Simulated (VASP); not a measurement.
# SnO (Pmn2_1) in VASP: a series of runs, part 2 of 2

VASP 6.6.1. The steps go on from the part before.

### Step 3. Single point, r2SCAN

The input, POSCAR:

```
SnO
1.0
    3.3031148357      0.0000000000      0.0000000000
    0.0000000000      5.7577048997      0.0000000000
    0.0000000000      0.0000000000      4.0008071511
Sn O
2 2
Direct
    0.0000000000      0.2294420330      0.5172649307
    0.5000000000      0.7705579670      0.0172649307
    0.0000000000      0.8935339453      0.7327360693
    0.5000000000      0.1064660547      0.2327360693
```

The input, INCAR.step1:

```
ALGO = Normal
EDIFF = 1E-4
ENCUT = 520
GGA = PE
ISMEAR = 0
LASPH = True
LCHARG = False
LREAL = False
LWAVE = True
NBANDS = 28
NELM = 60
PREC = Accurate
SIGMA = 0.01
```

The input, INCAR.step2:

```
ALGO = Normal
EDIFF = 1E-7
ENCUT = 520
ISIF = 2
ISMEAR = 0
ISTART = 1
LASPH = True
LCHARG = False
LMIXTAU = True
LREAL = False
LWAVE = False
METAGGA = R2SCAN
NBANDS = 28
NELM = 60
PREC = Accurate
SIGMA = 0.01
```

The input, KPOINTS:

```
k-points
0
Gamma
  8 4 6
```

Potentials or basis: VASP PAW PBE potentials, release 64 (Sn_d, O).

Command:

```sh
> cat potpaw_PBE.64/Sn_d/POTCAR potpaw_PBE.64/O/POTCAR > POTCAR
> cp INCAR.step1 INCAR
> mpirun -np 1 vasp_std > vasp.out
> cp INCAR.step2 INCAR
> mpirun -np 1 vasp_std > vasp.out
```

OUTCAR:

```text
EDIFF = 1E-7
   ENCUT = 520
   ISIF = 2
   ISMEAR = 0
   ISTART = 1
   LASPH = True
   LREAL = False
   METAGGA = R2SCAN
   NELM = 60
   PREC = Accurate

 ion  position               nearest neighbor table
   1  0.000  0.229  0.517-   3 2.12   4 2.13   4 2.13   2 3.70   2 3.70   2 3.70   2 3.70
   2  0.500  0.771  0.017-   4 2.12   3 2.13   3 2.13   1 3.70   1 3.70   1 3.70   1 3.70
   3  0.000  0.894  0.733-   1 2.12   2 2.13   2 2.13
   4  0.500  0.106  0.233-   2 2.12   1 2.13   1 2.13

[... 947 lines left out ...]
  FORCE on cell =-STRESS in cart. coord.  units (eV):
  Direction    XX          YY          ZZ          XY          YZ          ZX
  --------------------------------------------------------------------------------------
  -------------------------------------------------------------------------------------
  Total        0.7694555      0.7181695      0.7046947      0.0000000      0.0000000      0.0000000
  in kB       16.2021774     15.1222657     14.8385310      0.0000000      0.0000000      0.0000000
  external PRESSURE =      15.3876580 kB  Pullay stress =       0.0000000 kB

 VOLUME and BASIS-vectors are now :
 -----------------------------------------------------------------------------
  energy-cutoff  :      520.00
  volume of cell :       76.09
      direct lattice vectors                 reciprocal lattice vectors
     3.303114836  0.000000000  0.000000000     0.302744546  0.000000000  0.000000000
     0.000000000  5.757704900  0.000000000     0.000000000  0.173680315  0.000000000
     0.000000000  0.000000000  4.000807151     0.000000000  0.000000000  0.249949563

 POSITION                                       TOTAL-FORCE (eV/Angst)
 -----------------------------------------------------------------------------------
      0.00000      1.32106      2.06948         0.000000      0.116346      0.040800
      1.65156      4.43665      0.06907         0.000000     -0.116346      0.040800
      0.00000      5.14470      2.93154         0.000000     -0.002337     -0.040800
      1.65156      0.61300      0.93113         0.000000      0.002337     -0.040800
 -----------------------------------------------------------------------------------
    total drift:                                0.000000      0.000000      0.002653

  FREE ENERGIE OF THE ION-ELECTRON SYSTEM (eV)
  ---------------------------------------------------
  free  energy   TOTEN  =       -66.5771510113 eV

  energy  without entropy=      -66.5771510113  energy(sigma->0) =      -66.57715101
```

OUTCAR.step1:

```text
EDIFF = 1E-4
   ENCUT = 520
   GGA = PE
   ISMEAR = 0
[... 977 lines left out ...]
      0.00000      1.32106      2.06948         0.000000      0.590618      0.204283
      1.65156      4.43665      0.06907         0.000000     -0.590618      0.204283
      0.00000      5.14470      2.93154         0.000000     -0.129134     -0.204283
      1.65156      0.61300      0.93113         0.000000      0.129134     -0.204283
 -----------------------------------------------------------------------------------
    total drift:                                0.000000      0.000000     -0.000407

  FREE ENERGIE OF THE ION-ELECTRON SYSTEM (eV)
  ---------------------------------------------------
  free  energy   TOTEN  =       -22.3730052782 eV

  energy  without entropy=      -22.3730052782  energy(sigma->0) =      -22.37300528
```

OSZICAR.step1:

```text
N       E                     dE             d eps       ncg     rms          rms(c)
DAV:   1     0.440727859629E+03    0.44073E+03   -0.20412E+04  3440   0.215E+03
DAV:   2     0.432658941749E+02   -0.39746E+03   -0.38150E+03  3480   0.542E+02
DAV:   3    -0.229299977002E+02   -0.66196E+02   -0.64943E+02  3844   0.188E+02
DAV:   4    -0.262094276274E+02   -0.32794E+01   -0.32625E+01  3976   0.451E+01
DAV:   5    -0.262873149308E+02   -0.77887E-01   -0.77873E-01  3720   0.750E+00    0.120E+01
DAV:   6    -0.224193187108E+02    0.38680E+01   -0.17072E+01  5472   0.467E+01    0.513E+00
DAV:   7    -0.224002620836E+02    0.19057E-01   -0.21138E+00  3952   0.900E+00    0.260E+00
DAV:   8    -0.223819459077E+02    0.18316E-01   -0.32133E-01  4892   0.407E+00    0.829E-01
DAV:   9    -0.223720023133E+02    0.99436E-02   -0.51066E-02  5320   0.247E+00    0.231E-01
DAV:  10    -0.223733459955E+02   -0.13437E-02   -0.78476E-03  4676   0.821E-01    0.140E-01
DAV:  11    -0.223729673423E+02    0.37865E-03   -0.16325E-03  5184   0.413E-01    0.221E-02
DAV:  12    -0.223730052782E+02   -0.37936E-04   -0.34896E-04  3464   0.104E-01
   1 F= -.22373005E+02 E0= -.22373005E+02  d E =-.468330E-18
```

Wall time 4.3 min (1 thread of AMD EPYC 9R45 (Zen 5), shared host); peak memory 0.24 GiB.

What came out:

* Free energy: -66.5772 eV
* Pressure: 1.5 GPa
* Largest force: 0.123 eV/Å
* Band gap on the k mesh: 1.72 eV (least direct gap 2.42 eV)

Forces on the atoms (eV/Å):
```
Sn   0.000  0.116  0.041
Sn   0.000 -0.116  0.041
O    0.000 -0.002 -0.041
O    0.000  0.002 -0.041
```

Levels at points of the mesh, in eV from the valence-band top:
```csv
k point,band 18,band 19,band 20,band 21,band 22,band 23
"(0.00, 0.00, 0.00)",-2.98,-2.39,0.00,3.40,3.63,6.58
"(0.50, 0.00, 0.00)",-3.01,-1.31,-1.31,2.89,2.89,6.30
"(0.00, 0.50, 0.00)",-3.00,-1.97,-1.71,3.76,4.74,5.73
"(0.50, 0.50, 0.00)",-3.05,-1.04,-1.04,2.30,2.30,7.00
"(0.00, 0.00, 0.50)",-3.60,-1.80,-1.80,2.97,2.97,5.93
"(0.50, 0.00, 0.50)",-3.57,-1.07,-1.07,2.47,2.47,4.90
"(0.00, 0.50, 0.50)",-3.30,-1.63,-1.63,2.23,2.23,6.56
"(0.50, 0.50, 0.50)",-3.80,-0.48,-0.48,2.74,2.74,4.55
```

Caveat: the PAW data sets were made with another functional, which shifts forces and pressure a little; spin-orbit coupling is left out, which moves the levels of the heavy elements. A k mesh can miss the band edges.

### Step 4. Relaxation of cell and atoms, PBE+D4

This run uses another cell than the first one, of 18.73 Å³/atom.

The input, INCAR:

```
SYSTEM = SnO
PREC = Accurate
ENCUT = 600
EDIFF = 1E-7
ISMEAR = -1
SIGMA = 0.02
LREAL = .False.
LASPH = .True.
NELM = 100
ALGO = Normal
ISIF = 3
LWAVE = .False.
LCHARG = .False.
GGA = PE
IVDW = 13
IBRION = 2
NSW = 80
EDIFFG = -0.005
```

The input, KPOINTS:

```
regular mesh
0
Gamma
  8 4 6
  0 0 0
```

The input, POSCAR:

```
SnO
1.0
    3.3456473825      0.0000000000      0.0000000000
    0.0000000000      5.7113467323      0.0000000000
    0.0000000000      0.0000000000      3.9217907970
Sn O
2 2
Direct
    0.0000000000      0.2347551361      0.5269110050
    0.5000000000      0.7652448639      0.0269110050
    0.0000000000      0.8833650553      0.7230899950
    0.5000000000      0.1166349447      0.2230899950
```

Command:

```sh
> cat potpaw_PBE.64/Sn_d/POTCAR potpaw_PBE.64/O/POTCAR > POTCAR
> mpirun -np 1 vasp_std > vasp.out
```

Run time: 12 min. Hardware: 1 thread of AMD EPYC 9R45 (Zen 5), shared host; peak memory 0.26 GiB.

It converged, with:

```yaml
Free_energy: -23.4499 eV
Relaxed_volume: 18.33 Å³/atom
Relaxed_cell: a = 3.350 Å, b = 5.711 Å, c = 3.832 Å, α = 90.00°, β = 90.00°, γ = 90.00°
Space_group_after_relaxing_to_0.1_Å: Pmn2_1 (No. 31)
Energy_gained_by_relaxing: 0.6 meV/atom
Ionic_steps: 26
Pressure_after_relaxing: 0.0 GPa
Band_gap_on_the_k_mesh: 1.25 eV (least direct gap 1.84 eV)
Dispersion_energy_per_atom: -0.266 eV
```

Forces on the atoms (eV/Å):
```
Sn   0.000  0.000 -0.001
Sn   0.000  0.000 -0.001
O    0.000 -0.002  0.001
O    0.000  0.002  0.001
```

Step by step:
```tsv
step	energy change (eV)	largest force (eV/Å)	pressure (GPa)	volume (Å³)
1	0.0000	0.0730	0.01	74.94
2	-0.0004	0.0107	-0.24	74.96
3	-0.0004	0.0102	-0.28	74.96
4	-0.0007	0.0167	-0.22	74.78
5	-0.0012	0.0390	-0.04	74.27
6	-0.0007	0.0847	0.34	73.23
7	-0.0013	0.0504	0.06	74.00
8	-0.0016	0.0349	0.02	73.88
9	-0.0018	0.0363	-0.03	73.73
10	-0.0017	0.0754	-0.12	73.42
11	-0.0018	0.0482	-0.05	73.63
12	-0.0020	0.0235	0.07	73.45
13	-0.0020	0.0213	0.12	73.38
14	-0.0022	0.0154	-0.01	73.42
15	-0.0022	0.0165	-0.03	73.43
16	-0.0023	0.0103	-0.02	73.40
17	-0.0024	0.0067	0.00	73.36
18	-0.0024	0.0203	0.07	73.28
19	-0.0024	0.0129	0.06	73.31
20	-0.0024	0.0286	-0.14	73.40
21	-0.0025	0.0132	-0.04	73.35
22	-0.0025	0.0066	0.01	73.30
23	-0.0025	0.0025	0.03	73.28
24	-0.0025	0.0101	-0.03	73.31
25	-0.0025	0.0094	-0.02	73.31
26	-0.0025	0.0025	0.01	73.31
```

Final structure:
```
Sn O
1.0
     3.34984    0.00000    0.00000
     0.00000    5.71090    0.00000
     0.00000    0.00000    3.83223
Sn O
2 2
Direct
  0.00000 0.23659 0.53248
  0.50000 0.76341 0.03248
  0.00000 0.88056 0.71752
  0.50000 0.11944 0.21752
```

Levels at points of the mesh, in eV from the valence-band top:
```csv
k point,band 16,band 17,band 18,band 19,band 20,band 21,band 22,band 23,band 24
"(0.00, 0.00, 0.00)",-3.98,-3.64,-2.62,-2.17,0.00,3.25,3.52,6.40,6.42
"(0.50, 0.00, 0.00)",-4.29,-2.67,-2.67,-1.25,-1.25,2.53,2.53,5.78,5.78
"(0.00, 0.50, 0.00)",-3.98,-3.93,-2.65,-1.83,-1.49,3.35,4.57,5.19,5.66
"(0.50, 0.50, 0.00)",-4.00,-2.66,-2.66,-1.10,-1.10,1.99,1.99,6.35,6.35
"(0.00, 0.00, 0.50)",-3.68,-3.16,-3.16,-1.38,-1.38,2.48,2.48,5.56,5.56
"(0.50, 0.00, 0.50)",-4.11,-3.55,-3.55,-1.30,-1.30,2.22,2.22,4.67,4.67
"(0.00, 0.50, 0.50)",-3.15,-2.99,-2.99,-1.47,-1.47,1.97,1.97,5.99,5.99
"(0.50, 0.50, 0.50)",-4.28,-3.82,-3.82,-0.52,-0.52,2.39,2.39,4.22,4.22
```

Caveat: spin-orbit coupling is left out, which moves the levels of the heavy elements. A k mesh can miss the band edges.

### Step 5. Overview

| task | level | cell | cutoff (eV) | smearing | gap on the mesh (eV) | pressure (GPa) | largest force (eV/Å) |
| --- | --- | --- | --- | --- | --- | --- | --- |
| single point | r2SCAN+rVV10 | a = 3.303, b = 5.758, c = 4.001 Å, 4 atoms, atomic positions A | 520 | fermi-dirac 0.02 eV | 1.68 | 0.6 | 0.15 |
| single point | r2SCAN | a = 3.303, b = 5.758, c = 4.001 Å, 4 atoms, atomic positions A | 520 | gaussian 0.01 eV | 1.72 | 1.5 | 0.12 |
| relaxation of cell and atoms | PBE+D4 | relaxed from a = 3.346, b = 5.711, c = 3.922 Å, 4 atoms, atomic positions B | 600 | fermi-dirac 0.02 eV | 1.25 | 0.0 | - |

Alike in all rows: potentials or basis VASP PAW PBE potentials, release 64 (Sn_d, O); no spin polarisation; k mesh 8 × 4 × 6.

Caveats: spin-orbit coupling is left out, which moves the levels of the heavy elements; the PAW data sets were made with another functional, which shifts forces and pressure a little (at least some runs).

Absolute energies hang on the potentials; compare differences alone.
